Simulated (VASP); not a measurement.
A run of VASP 6.6.1 is set up as follows.

INCAR

```
PREC = Accurate
ENCUT = 520
EDIFF = 1E-6
ISMEAR = -1
SIGMA = 0.1
LREAL = F
LASPH = T
NELM = 60
ALGO = Normal
ISIF = 2
LWAVE = F
LCHARG = T
GGA = PE
LELF = T
LVHAR = T
NBANDS = 12
```

File KPOINTS:

```
Automatic mesh
0
Gamma
  6 6 6
```

The input POSCAR:

```
Ag
1.0
    0.0000000000      2.0734381516      2.0734381516
    2.0734381516      0.0000000000      2.0734381516
    2.0734381516      2.0734381516      0.0000000000
Ag
1
Direct
    0.0000000000      0.0000000000      0.0000000000
```

Potentials or basis: VASP PAW PBE potentials, release 64 (Ag).

The run is started by

```bash
$ cat potpaw_PBE.64/Ag/POTCAR > POTCAR
$ mpirun -np 1 vasp_std > vasp.out
```

Question: Estimate the pressure.

Answer: 0.8 GPa.

Caveat: the k points lie up to 0.44 Å⁻¹ apart.
